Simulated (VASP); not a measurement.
# TlCl in VASP: single point with PBE

Aim: the single point of TlCl with PBE.

All numbers are computed with VASP 6.6.1; they aren't measurements. Logs are shortened: lines on timing, memory, paths and dates and some standing lists are left out, and cuts for length are marked.

## 1. The cell of the first run

The cell holds a slab with vacuum, 6 atoms: a = 3.834 Å, b = 3.834 Å, c = 26.585 Å, α = 90.00°, β = 90.00°, γ = 90.00°.

## 2. Single point, PBE

File INCAR:

```
PREC = Accurate ; ENCUT = 400
EDIFF = 1E-6 ; ISMEAR = 0
SIGMA = 0.05 ; LREAL = False
LASPH = True ; NELM = 120
ALGO = Normal ; ISIF = 2
LWAVE = False ; LCHARG = False
LDIPOL = True ; IDIPOL = 3
DIPOL = 0.5 0.5 0.502 ; GGA = PE
NBANDS = 39 ; GGA_COMPAT = False
NELMDL = -8
```

File KPOINTS:

```
regular mesh
0
Gamma
  19 19 1
```

File POSCAR:

```
TlCl
1.0
    3.8340000000      0.0000000000      0.0000000000
    0.0000000000      3.8340000000      0.0000000000
    0.0000000000      0.0000000000     26.5850002241
Cl Tl
3 3
Direct
    0.5000000000      0.5000000000      0.3197291679
    0.5000000000      0.5000000000      0.4639458294
    0.5000000000      0.5000000000      0.6342577048
    0.0000000000      0.0000000000      0.3918374987
    0.0000000000      0.0000000000      0.5192365859
    0.0000000000      0.0000000000      0.6850471847
```

Potentials or basis: VASP PAW PBE potentials, release 64 (Cl, Tl_d).

Started as:

```bash
$ cat potpaw_PBE.64/Cl/POTCAR potpaw_PBE.64/Tl_d/POTCAR > POTCAR
$ mpirun -np 1 vasp_std > vasp.out
```

OUTCAR:

```text
PREC = Accurate
   ENCUT = 400
   EDIFF = 1E-6
   ISMEAR = 0
   LREAL = False
   LASPH = True
   NELM = 120
   ISIF = 2
   GGA = PE
   NELMDL = -8

 ion  position               nearest neighbor table
   1  0.500  0.500  0.320-   4 3.32   4 3.32   4 3.32   4 3.32
   2  0.500  0.500  0.464-   5 3.08   5 3.08   5 3.08   5 3.08   4 3.32   4 3.32   4 3.32   4 3.32

   3  0.500  0.500  0.634-   6 3.03   6 3.03   6 3.03   6 3.03
   4  0.000  0.000  0.392-   2 3.32   2 3.32   2 3.32   2 3.32   1 3.32   1 3.32   1 3.32   1 3.32
                             5 3.39
   5  0.000  0.000  0.519-   2 3.08   2 3.08   2 3.08   2 3.08   4 3.39
   6  0.000  0.000  0.685-   3 3.03   3 3.03   3 3.03   3 3.03

  LATTYP: Found a simple tetragonal cell.
 ALAT       =     3.8340000000
 C/A-ratio  =     6.9340115347

  Lattice vectors:

 A1 = (   3.8340000000,   0.0000000000,   0.0000000000)
 A2 = (   0.0000000000,   3.8340000000,   0.0000000000)
 A3 = (   0.0000000000,   0.0000000000,  26.5850002241)

Analysis of symmetry for initial positions (statically):
=====================================================================
 Subroutine PRICEL returns:
 Original cell was already a primitive cell.

 Routine SETGRP: Setting up the symmetry group for a
 simple tetragonal supercell.

 Subroutine GETGRP returns: Found  8 space group operations
 (whereof  8 operations were pure point group operations)
 out of a pool of 16 trial point group operations.

The static configuration has the point symmetry C_4v.

Analysis of symmetry for dynamics (positions and initial velocities):
=====================================================================
 Subroutine PRICEL returns:
 Original cell was already a primitive cell.

 Routine SETGRP: Setting up the symmetry group for a
 simple tetragonal supercell.

 Subroutine GETGRP returns: Found  8 space group operations
 (whereof  8 operations were pure point group operations)
 out of a pool of 16 trial point group operations.

The dynamic configuration has the point symmetry C_4v.

 Subroutine INISYM returns: Found  8 space group operations
 (whereof  8 operations are pure point group operations),
 and found     1 'primitive' translations

----------------------------------------------------------------------------------------

                                     Primitive cell

  volume of cell :     390.7877

  direct lattice vectors                    reciprocal lattice vectors
[... 105 lines left out ...]
   PSTRESS=    0.0 pullay stress
   NELECT =      60.0000    total number of electrons
   NUPDOWN=      -1.0000    fix difference up-down
   EMIN   =  10.00;   EMAX   =-10.00  energy-range for DOS
   EFERMI =   0.00;   METHOD = LEGACY
   ISMEAR =     0;   SIGMA  =   0.05  broadening in eV -4-tet -1-fermi 0-gaus
   EFERMI_NEDOS =   21; number of points for ismear=-14 and -15
   IALGO  =     38    algorithm
   IMIX   =      4    mixing-type and parameters
     AMIX     =   0.40;   BMIX     =  1.00
     AMIX_MAG =   1.60;   BMIX_MAG =  1.00
  volume/ion in A,a.u.               =      65.13       439.53
  Fermi-wavevector in a.u.,A,eV,Ry     =   0.876620  1.656573 10.455581  0.768463
  Thomas-Fermi vector in A             =   1.996456
   LORBIT       =      0    0 simple, 1 ext, 2 COOP (PROOUT), +10 PAW based schemes
   GGA     = PE    functional components
   LHFCALC =     F    Hartree Fock is set to
   AEXX    =    0.0000 exact exchange contribution
   IVDW    =     0    specifies the selected vdW correction
   LEPSILON=     F    determine dielectric tensor
   LRPA    =     F    only Hartree local field effects (RPA)
 non-spin polarized calculation
 Gauss-broadening in eV      SIGMA  =   0.05
  energy-cutoff  :      400.00
  volume of cell :      390.79
 maximum number of plane-waves:      7138
 NGX is ok and might be reduce to    28
   NGX = 13   NGY = 13   NGZ = 87

 number of electron      59.9999989 magnetization

 dipolmoment           0.000000      0.000000     -0.478447 electrons x Angstroem

 Free energy of the ion-electron system (eV)
  ---------------------------------------------------
  ext. energy  EPLUGINS =         0.00000000
  ---------------------------------------------------
  free energy    TOTEN  =       -16.56677450 eV

  energy without entropy =      -16.56310084  energy(sigma->0) =      -16.56493767

 E-fermi :  -1.2008     XC(G=0):  -4.5213

 val. band max:       -1.2069511166   @ k =   0.4737   0.0526   0.0000
 cond. band min:      -1.1978675958   @ k =   0.3684   0.0000   0.0000
 fundamental gap:      0.0090835208
 Fermi energy:        -1.2007839634

 k-point     1 :       0.0000    0.0000    0.0000
  band No.  band energies     occupation
      1     -17.7709      2.00000
      2     -16.8237      2.00000
      3     -13.9862      2.00000
      4     -13.8795      2.00000
      5     -13.7977      2.00000
      6     -13.7977      2.00000
[... 997 lines left out ...]
     38       3.5704      0.00000
     39       3.7645      0.00000

 [... further k-points ...]

------------------------ aborting loop because EDIFF is reached ----------------------------------------

 vacuum level on the upper side and lower side of the slab       (xc-potential included)        -3.154         2.665

  FORCE on cell =-STRESS in cart. coord.  units (eV):
  Direction    XX          YY          ZZ          XY          YZ          ZX
  --------------------------------------------------------------------------------------
  -------------------------------------------------------------------------------------
  Total        1.1948617      1.1948617     -0.6930734      0.0000000     -0.0000000      0.0000000
  in kB        4.8987731      4.8987731     -2.8415085      0.0000000     -0.0000000      0.0000000
  external PRESSURE =       2.3186792 kB  Pullay stress =       0.0000000 kB

 VOLUME and BASIS-vectors are now :
 -----------------------------------------------------------------------------
  energy-cutoff  :      400.00
  volume of cell :      390.79
      direct lattice vectors                 reciprocal lattice vectors
     3.834000000  0.000000000  0.000000000     0.260824204  0.000000000  0.000000000
     0.000000000  3.834000000  0.000000000     0.000000000  0.260824204  0.000000000
     0.000000000  0.000000000 26.585000224     0.000000000  0.000000000  0.037615196

 POSITION                                       TOTAL-FORCE (eV/Angst)
 -----------------------------------------------------------------------------------
      1.91700      1.91700      8.50000        -0.000000      0.000000      1.059710
      1.91700      1.91700     12.33400        -0.000000     -0.000000      0.698447
      1.91700      1.91700     16.86174        -0.000000     -0.000000     -0.006664
      0.00000      0.00000     10.41700         0.000000     -0.000000     -1.768726
      0.00000      0.00000     13.80390        -0.000000     -0.000000      0.008709
      0.00000      0.00000     18.21198        -0.000000     -0.000000      0.008523
 -----------------------------------------------------------------------------------
    total drift:                               -0.000000      0.000000      0.000260

  FREE ENERGIE OF THE ION-ELECTRON SYSTEM (eV)
  ---------------------------------------------------
  free  energy   TOTEN  =       -16.5667744979 eV

  energy  without entropy=      -16.5631008353  energy(sigma->0) =      -16.56493767

 vacuum level on the upper side and lower side of the slab         0.848         6.796
```

stdout:

```text
POSCAR found type information on POSCAR ClTl
 POSCAR found :  2 types and       6 ions
 scaLAPACK will be used
 LDA part: xc-table for (Slater+PW92), standard interpolation
 POSCAR, INCAR and KPOINTS ok, starting setup
 FFT: planning ... GRIDC
 FFT: planning ... GRID_SOFT
 FFT: planning ... GRID
 WAVECAR not read
 entering main loop
```

Run time: 33 min. Hardware: 1 thread of Intel Xeon Platinum 8175M at 2.50GHz (Skylake/Cascade Lake), shared host; peak memory 0.64 GiB.

What came out:

| Property | Result |
| --- | --- |
| Free energy | -16.5668 eV |
| Largest force | 1.769 eV/Å |
| Band gap on the k mesh | zero (bands 30 and 31 overlap by 0.19 eV) |

Forces in eV/Å, atoms in the order of the input:
```
Cl   0.000  0.000  1.060
Cl   0.000  0.000  0.698
Cl   0.000  0.000 -0.007
Tl   0.000  0.000 -1.769
Tl   0.000  0.000  0.009
Tl   0.000  0.000  0.009
```

Caveat: spin-orbit coupling is left out, which moves the levels of the heavy elements.
